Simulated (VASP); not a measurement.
# Zr2N (P4_2/mnm) in VASP: further runs

Zr2N is run at these levels: r2SCAN; tasks: single point.

Everything below comes from runs of VASP 6.6.1. Logs are shortened: lines on timing, memory, paths and dates and some standing lists are left out, and cuts for length are marked.

### Step 1. The cell of the first run

Symmetry: P4_2/mnm, No. 136, tetragonal system. The conventional cell has a = 5.413 Å, b = 5.413 Å, c = 3.308 Å, α = 90.00°, β = 90.00°, γ = 90.00°. Within 3.0 Å of Zr (site symmetry m2m) lie 3 N at 2.27 Å. Within 3.0 Å of N (site symmetry mmm) lie 6 Zr at 2.27 Å.

### Step 2. Single point, r2SCAN

Input file POSCAR:

```
Zr2N
1.0
    5.4130027300      0.0000000000      0.0000000000
    0.0000000000      5.4130027300      0.0000000000
    0.0000000000      0.0000000000      3.3077891900
Zr N
4 2
Direct
    0.2961254600      0.2961254600      0.0000000000
    0.7038745400      0.7038745400      0.0000000000
    0.7961254600      0.2038745400      0.5000000000
    0.2038745400      0.7961254600      0.5000000000
    0.0000000000      0.0000000000      0.0000000000
    0.5000000000      0.5000000000      0.5000000000
```

Input file INCAR.step1:

```
PREC     = Accurate       # precision mode
ENCUT    = 520            # plane-wave cutoff, eV
ISMEAR   = 0              # smearing method
SIGMA    = 0.5            # smearing width, eV
LREAL    = False          # projectors in reciprocal space
LASPH    = True           # aspherical terms in the spheres
NELM     = 80             # most SCF steps
NBANDS   = 38             # bands
GGA      = PE             # functional
ALGO     = Normal         # electronic algorithm
EDIFF    = 1E-4           # SCF threshold, eV
LWAVE    = True           # write WAVECAR
LCHARG   = False          # write CHGCAR
```

Input file INCAR.step2:

```
PREC     = Accurate       # precision mode
ENCUT    = 520            # plane-wave cutoff, eV
EDIFF    = 1E-6           # SCF threshold, eV
ISMEAR   = 0              # smearing method
SIGMA    = 0.5            # smearing width, eV
LREAL    = False          # projectors in reciprocal space
LASPH    = True           # aspherical terms in the spheres
NELM     = 80             # most SCF steps
ALGO     = Normal         # electronic algorithm
ISIF     = 2              # what is computed and relaxed
LWAVE    = False          # write WAVECAR
LCHARG   = True           # write CHGCAR
METAGGA  = R2SCAN         # meta-GGA
LMIXTAU  = True         
LELF     = True           # ELF
LVHAR    = True         
NBANDS   = 38             # bands
ISTART   = 1
```

Input file KPOINTS:

```
Automatic mesh
0
Gamma
  8 8 10
```

Potentials or basis: VASP PAW PBE potentials, release 64 (Zr_sv, N).

Started as:

```console
cat potpaw_PBE.64/Zr_sv/POTCAR potpaw_PBE.64/N/POTCAR > POTCAR
cp INCAR.step1 INCAR
mpirun -np 1 vasp_std > vasp.out
cp INCAR.step2 INCAR
mpirun -np 1 vasp_std > vasp.out
```

OUTCAR:

```text
PREC = Accurate
   ENCUT = 520
   EDIFF = 1E-6
   ISMEAR = 0
   LREAL = False
   LASPH = True
   NELM = 80
   ISIF = 2
   METAGGA = R2SCAN
   ISTART = 1

 ion  position               nearest neighbor table
   1  0.296  0.296  0.000-   5 2.27   6 2.27   6 2.27   2 3.12   4 3.21   3 3.21   4 3.21   3 3.21
                             4 3.21   4 3.21   3 3.21   3 3.21   2 3.89   2 3.89
   2  0.704  0.704  0.000-   5 2.27   6 2.27   6 2.27   1 3.12   4 3.21   3 3.21   4 3.21   3 3.21
                             3 3.21   3 3.21   4 3.21   4 3.21   1 3.89   1 3.89
   3  0.796  0.204  0.500-   6 2.27   5 2.27   5 2.27   4 3.12   1 3.21   1 3.21   2 3.21   2 3.21
                             2 3.21   2 3.21   1 3.21   1 3.21   4 3.89   4 3.89
   4  0.204  0.796  0.500-   6 2.27   5 2.27   5 2.27   3 3.12   1 3.21   1 3.21   2 3.21   2 3.21
                             1 3.21   1 3.21   2 3.21   2 3.21   3 3.89   3 3.89
   5  0.000  0.000  0.000-   1 2.27   2 2.27   3 2.27   4 2.27   3 2.27   4 2.27
   6  0.500  0.500  0.500-   3 2.27   4 2.27   1 2.27   2 2.27   1 2.27   2 2.27

  LATTYP: Found a simple tetragonal cell.
 ALAT       =     5.4130027300
 C/A-ratio  =     0.6110821211

  Lattice vectors:

 A1 = (   5.4130027300,   0.0000000000,   0.0000000000)
 A2 = (   0.0000000000,   5.4130027300,   0.0000000000)
 A3 = (   0.0000000000,   0.0000000000,   3.3077891900)

Analysis of symmetry for initial positions (statically):
=====================================================================
 Subroutine PRICEL returns:
 Original cell was already a primitive cell.

 Routine SETGRP: Setting up the symmetry group for a
 simple tetragonal supercell.

 Subroutine GETGRP returns: Found 16 space group operations
 (whereof  8 operations were pure point group operations)
 out of a pool of 16 trial point group operations.

The static configuration has the point symmetry D_2h.
 The point group associated with its full space group is D_4h.

Analysis of symmetry for dynamics (positions and initial velocities):
=====================================================================
 Subroutine PRICEL returns:
 Original cell was already a primitive cell.

 Routine SETGRP: Setting up the symmetry group for a
 simple tetragonal supercell.

 Subroutine GETGRP returns: Found 16 space group operations
 (whereof  8 operations were pure point group operations)
 out of a pool of 16 trial point group operations.

The dynamic configuration has the point symmetry D_2h.
 The point group associated with its full space group is D_4h.

 Subroutine INISYM returns: Found 16 space group operations
 (whereof  8 operations are pure point group operations),
 and found     1 'primitive' translations

----------------------------------------------------------------------------------------

                                     Primitive cell

  volume of cell :      96.9202

  direct lattice vectors                    reciprocal lattice vectors
     5.413002730  0.000000000  0.000000000     0.184740347  0.000000000  0.000000000
     0.000000000  5.413002730  0.000000000     0.000000000  0.184740347  0.000000000
     0.000000000  0.000000000  3.307789190     0.000000000  0.000000000  0.302316727

  length of vectors
     5.413002730  5.413002730  3.307789190     0.184740347  0.184740347  0.302316727

  position of ions in fractional coordinates (direct lattice)
     0.296125460  0.296125460  0.000000000
     0.703874540  0.703874540  0.000000000
     0.796125460  0.203874540  0.500000000
     0.203874540  0.796125460  0.500000000
     0.000000000  0.000000000  0.000000000
     0.500000000  0.500000000  0.500000000

  ion indices of the primitive-cell ions
   primitive index   ion index
                 1           1
                 2           2
                 3           3
                 4           4
                 5           5
                 6           6

----------------------------------------------------------------------------------------

 KPOINTS: Automatic mesh

Automatic generation of k-mesh.
 Grid dimensions read from file:
 generate k-points for:    8    8   10

 Generating k-lattice:

  Cartesian coordinates                     Fractional coordinates (reciprocal lattice)
     0.023092543  0.000000000  0.000000000     0.125000000  0.000000000  0.000000000
     0.000000000  0.023092543  0.000000000     0.000000000  0.125000000  0.000000000
     0.000000000  0.000000000  0.030231673     0.000000000  0.000000000  0.100000000

  Length of vectors
     0.023092543  0.023092543  0.030231673

  Shift w.r.t. Gamma in fractional coordinates (k-lattice)
     0.000000000  0.000000000  0.000000000

 Subroutine IBZKPT returns following result:
 ===========================================

 Found     90 irreducible k-points:

 Following reciprocal coordinates:
            Coordinates               Weight
  0.000000  0.000000  0.000000      1.000000
  0.125000  0.000000  0.000000      4.000000
  0.250000  0.000000  0.000000      4.000000
  0.375000  0.000000  0.000000      4.000000
  0.500000  0.000000  0.000000      2.000000
  0.125000  0.125000  0.000000      4.000000
[... 16 lines left out ...]
  0.375000  0.125000  0.100000     16.000000
  0.500000  0.125000  0.100000      8.000000
 [... further k-points ...]
   k-points           NKPTS =     90   k-points in BZ     NKDIM =     90   number of bands    NBANDS=     38
   number of dos      NEDOS =    301   number of ions     NIONS =      6
   total plane-waves  NPLWV =  44800
   dimension x,y,z NGX =    40 NGY =   40 NGZ =   28
   dimension x,y,z NGXF=    80 NGYF=   80 NGZF=   56
   ions per type =               4   2
   NGX,Y,Z   is equivalent  to a cutoff of  12.28, 12.28, 14.07 a.u.
   NGXF,Y,Z  is equivalent  to a cutoff of  24.57, 24.57, 28.14 a.u.
 SYSTEM =  unknown system
   PREC   = accura    normal or accurate (medium, high low for compatibility)
   ISTART =      1    job   : 0-new  1-cont  2-samecut
   ICHARG =      0    charge: 1-file 2-atom 10-const
   ISPIN  =      1    spin polarized calculation?
   LNONCOLLINEAR =      F non collinear calculations
   LSORBIT =      F    spin-orbit coupling
   LASPH  =      T    aspherical Exc in radial PAW
   ENCUT  =  520.0 eV  38.22 Ry    6.18 a.u.  10.06 10.06  6.15*2*pi/ulx,y,z
   NELM   =     80;   NELMIN=  2; NELMDL=  0     # of ELM steps
   EDIFF  = 0.1E-05   stopping-criterion for ELM
   LREAL  =      F    real-space projection
   EDIFFG = 0.1E-04   stopping-criterion for IOM
   NSW    =      0    number of steps for IOM
   IBRION =     -1    ionic relax: 0-MD 1-quasi-New 2-CG
   NFREE  =      0    steps in history (QN), initial steepest desc. (CG)
   ISIF   =      2    stress and relaxation
   ISYM   =      2    0-nonsym 1-usesym 2-fastsym
   POTIM  = 0.5000    time-step for ionic-motion
   TEBEG  =    0.0;   TEEND  =   0.0 temperature during run
   PSTRESS=    0.0 pullay stress
   NELECT =      58.0000    total number of electrons
   NUPDOWN=      -1.0000    fix difference up-down
   EMIN   =  10.00;   EMAX   =-10.00  energy-range for DOS
   EFERMI =   0.00;   METHOD = LEGACY
   ISMEAR =     0;   SIGMA  =   0.50  broadening in eV -4-tet -1-fermi 0-gaus
   EFERMI_NEDOS =   21; number of points for ismear=-14 and -15
   IALGO  =     38    algorithm
   IMIX   =      4    mixing-type and parameters
     AMIX     =   0.40;   BMIX     =  1.00
     AMIX_MAG =   1.60;   BMIX_MAG =  1.00
  volume/ion in A,a.u.               =      16.15       109.01
  Fermi-wavevector in a.u.,A,eV,Ry     =   1.379577  2.607023 25.895066  1.903234
  Thomas-Fermi vector in A             =   2.504534
   LORBIT       =      0    0 simple, 1 ext, 2 COOP (PROOUT), +10 PAW based schemes
   METAGGA = R2SCAN    functional components
   LHFCALC =     F    Hartree Fock is set to
   AEXX    =    0.0000 exact exchange contribution
   IVDW    =     0    specifies the selected vdW correction
   LEPSILON=     F    determine dielectric tensor
   LRPA    =     F    only Hartree local field effects (RPA)
 non-spin polarized calculation
 Gauss-broadening in eV      SIGMA  =   0.50
  energy-cutoff  :      520.00
  volume of cell :       96.92
 maximum number of plane-waves:      2636
   NGX = 21   NGY = 21   NGZ = 13

 number of electron      58.0000001 magnetization

 Free energy of the ion-electron system (eV)
  ---------------------------------------------------
  ext. energy  EPLUGINS =         0.00000000
  ---------------------------------------------------
  free energy    TOTEN  =      -117.90511350 eV

  energy without entropy =     -117.55573849  energy(sigma->0) =     -117.73042599

 E-fermi :   9.8110     XC(G=0): -12.5447

 val. band max:        9.8058620574   @ k =   0.2500   0.2500   0.1000
 cond. band min:       9.8343933683   @ k =   0.1250   0.0000   0.1000
 fundamental gap:      0.0285313108
 Fermi energy:         9.8109595301

 k-point     1 :       0.0000    0.0000    0.0000
  band No.  band energies     occupation
      1     -40.7076      2.00000
      2     -40.5620      2.00000
      3     -40.5620      2.00000
      4     -40.5013      2.00000
      5     -18.9306      2.00000
      6     -18.3478      2.00000
[... 30 lines left out ...]
     37      12.7679      0.00000
     38      12.7796      0.00000

 k-point     2 :       0.1250    0.0000    0.0000
  band No.  band energies     occupation
      1     -40.7025      2.00000
      2     -40.5685      2.00000
      3     -40.5594      2.00000
      4     -40.5028      2.00000
      5     -18.9032      2.00000
      6     -18.3384      2.00000
[... 30 lines left out ...]
     37      12.7766      0.00000
     38      13.1117      0.00000
[... 859 lines left out ...]
     37      13.3393      0.00000
     38      13.9474      0.00000

 k-point    24 :       0.5000    0.1250    0.1000
  band No.  band energies     occupation
      1     -40.6292      2.00000
      2     -40.6292      2.00000
      3     -40.5308      2.00000
      4     -40.5308      2.00000
      5     -18.5496      2.00000
      6     -18.5496      2.00000
[... 30 lines left out ...]
     37      13.4546      0.00000
     38      13.4546      0.00000

 [... further k-points ...]

------------------------ aborting loop because EDIFF is reached ----------------------------------------

  FORCE on cell =-STRESS in cart. coord.  units (eV):
  Direction    XX          YY          ZZ          XY          YZ          ZX
  --------------------------------------------------------------------------------------
  -------------------------------------------------------------------------------------
  Total        0.0671980      0.0671980     -0.0459621     -0.0000000      0.0000000      0.0000000
  in kB        1.1108424      1.1108424     -0.7597952     -0.0000000      0.0000000      0.0000000
  external PRESSURE =       0.4872965 kB  Pullay stress =       0.0000000 kB

 VOLUME and BASIS-vectors are now :
 -----------------------------------------------------------------------------
  energy-cutoff  :      520.00
  volume of cell :       96.92
      direct lattice vectors                 reciprocal lattice vectors
     5.413002730  0.000000000  0.000000000     0.184740347  0.000000000  0.000000000
     0.000000000  5.413002730  0.000000000     0.000000000  0.184740347  0.000000000
     0.000000000  0.000000000  3.307789190     0.000000000  0.000000000  0.302316727

 POSITION                                       TOTAL-FORCE (eV/Angst)
 -----------------------------------------------------------------------------------
      1.60293      1.60293      0.00000        -0.009201     -0.009201      0.000000
      3.81007      3.81007      0.00000         0.009201      0.009201     -0.000000
      4.30943      1.10357      1.65389        -0.009201      0.009201     -0.000000
      1.10357      4.30943      1.65389         0.009201     -0.009201     -0.000000
      0.00000      0.00000      0.00000         0.000000      0.000000     -0.000000
      2.70650      2.70650      1.65389         0.000000      0.000000     -0.000000
 -----------------------------------------------------------------------------------
    total drift:                                0.000000     -0.000000     -0.000000

  FREE ENERGIE OF THE ION-ELECTRON SYSTEM (eV)
  ---------------------------------------------------
  free  energy   TOTEN  =      -117.9051134954 eV

  energy  without entropy=     -117.5557384882  energy(sigma->0) =     -117.73042599
```

Run time: 7 min. Hardware: 1 thread of Intel Xeon 6975P-C (Granite Rapids), shared host; peak memory 0.38 GiB.

What came out:

```yaml
Free_energy: -117.9051 eV
Pressure: 0.0 GPa
Largest_force: 0.013 eV/Å
Band_gap_on_the_k_mesh: zero (bands 29 and 30 overlap by 2.63 eV)
```

Forces in eV/Å, atoms in the order of the input:
```
Zr  -0.009 -0.009  0.000
Zr   0.009  0.009  0.000
Zr  -0.009  0.009  0.000
Zr   0.009 -0.009  0.000
N    0.000  0.000  0.000
N    0.000  0.000  0.000
```

Caveat: so wide a smearing shifts energies and pressures; the PAW data sets were made with another functional, which shifts forces and pressure a little.

### Step 3. Single point, r2SCAN

POSCAR is that of step 2.

Input file INCAR.step1:

```
PREC = Accurate
ENCUT = 520
ISMEAR = -5
SIGMA = 0.1
LREAL = False
LASPH = True
NELM = 100
NBANDS = 38
GGA = PE
ALGO = Normal
EDIFF = 1E-4
LWAVE = True
LCHARG = False
```

Input file INCAR.step2:

```
PREC = Accurate
ENCUT = 520
EDIFF = 1E-7
ISMEAR = -5
SIGMA = 0.1
LREAL = False
LASPH = True
NELM = 100
ALGO = Normal
ISIF = 2
LWAVE = False
LCHARG = False
METAGGA = R2SCAN
LMIXTAU = True
NBANDS = 38
ISTART = 1
```

Input file KPOINTS:

```
regular mesh
0
Gamma
  8 8 10
```

Potentials or basis: VASP PAW PBE potentials, release 64 (Zr_sv, N).

Started as:

```console
cat potpaw_PBE.64/Zr_sv/POTCAR potpaw_PBE.64/N/POTCAR > POTCAR
cp INCAR.step1 INCAR
mpirun -np 1 vasp_std > vasp.out
cp INCAR.step2 INCAR
mpirun -np 1 vasp_std > vasp.out
```

Wall time 27 min (1 thread of Intel Xeon 8259CL, shared host); peak memory 0.39 GiB.

The run converged. Its results:

* Free energy: -117.7382 eV
* Pressure: -0.1 GPa
* Largest force: 0.029 eV/Å
* Band gap on the k mesh: zero (bands 29 and 30 overlap by 2.62 eV)

Forces in eV/Å, atoms in the order of the input:
```
Zr   0.020  0.020  0.000
Zr  -0.020 -0.020  0.000
Zr   0.020 -0.020  0.000
Zr  -0.020  0.020  0.000
N    0.000  0.000  0.000
N    0.000  0.000  0.000
```

Stress tensor (GPa, compression positive):
```
 0.17  0.00  0.00
 0.00  0.17  0.00
 0.00  0.00 -0.49
```

Levels at points of the mesh, in eV from the Fermi level:
| k point | band 27 | band 28 | band 29 | band 30 | band 31 | band 32 |
| --- | --- | --- | --- | --- | --- | --- |
| (0.00, 0.00, 0.00) | 0.11 | 0.76 | 0.87 | 1.04 | 1.04 | 1.49 |
| (0.50, 0.00, 0.00) | -1.02 | -1.02 | 1.46 | 1.46 | 1.65 | 1.65 |
| (0.50, 0.50, 0.00) | -1.09 | -1.09 | 0.91 | 0.91 | 1.47 | 1.47 |
| (0.00, 0.00, 0.50) | -1.18 | -1.18 | -1.16 | -1.16 | 2.02 | 2.02 |
| (0.50, 0.00, 0.50) | -0.99 | -0.99 | -0.87 | -0.87 | 1.58 | 1.58 |
| (0.50, 0.50, 0.50) | -0.81 | -0.81 | -0.39 | -0.39 | 1.18 | 1.18 |

Caveat: the PAW data sets were made with another functional, which shifts forces and pressure a little; tetrahedron occupations give inexact forces and stress in metals.
